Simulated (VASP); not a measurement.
# MoS2: single point with RPBE

MoS2:

```
Mo S
1.0
     1.58000    0.91221    6.15000
    -1.58000    0.91221    6.15000
     0.00000   -1.82443    6.15000
Mo S
1 2
Direct
  0.00000 0.00000 0.00000
  0.41700 0.41700 0.41700
  0.25000 0.25000 0.25000
```

```yaml
Program: VASP 6.6.1
Task: single point
Functional: RPBE
Potentials_or_basis: VASP PAW PBE potentials, release 64 (Mo_sv, S)
Cutoff: 520 eV
k_mesh: 10 × 10 × 10
Occupations: gaussian, width 0.05 eV
Spin: no spin polarisation
Dipole_correction: no
Further_INCAR_settings: ALGO = Normal; EDIFF = 1e-06; NBANDS = 20
```

```
Pressure               : 7.8 GPa
Largest force          : 0.567 eV/Å
Band gap on the k mesh : 1.02 eV (least direct gap 1.96 eV)
```

Forces in eV/Å, atoms in the order of the input:
```
Mo   0.000  0.000  0.088
S    0.000  0.000  0.480
S    0.000  0.000 -0.567
```

Stress tensor (GPa, compression positive):
```
7.01 0.00 0.00
0.00 7.01 0.00
0.00 0.00 9.43
```

Levels at points of the mesh, in eV from the valence-band top:
| k point | band 10 | band 11 | band 12 | band 13 | band 14 | band 15 | band 16 | band 17 |
| --- | --- | --- | --- | --- | --- | --- | --- | --- |
| (0.00, 0.00, 0.00) | -2.33 | -2.33 | -1.28 | -1.13 | 2.04 | 2.04 | 2.45 | 2.45 |
| (0.50, 0.00, 0.00) | -4.05 | -2.37 | -1.67 | -1.47 | 1.60 | 2.05 | 3.52 | 3.53 |
| (0.50, 0.50, 0.00) | -3.98 | -2.92 | -1.85 | -1.31 | 1.56 | 2.17 | 3.08 | 3.92 |
| (0.50, 0.50, 0.50) | -3.44 | -2.30 | -2.30 | 0.00 | 2.13 | 2.13 | 2.32 | 2.32 |

Wall time 4.2 min on 1 thread of AMD EPYC 7R13 Processor (Zen 3), with other jobs on the host, peak memory 0.35 GiB.

Caveat: the cell stands under pressure; the PAW data sets were made with another functional, which shifts forces and pressure a little. A k mesh can miss the band edges.
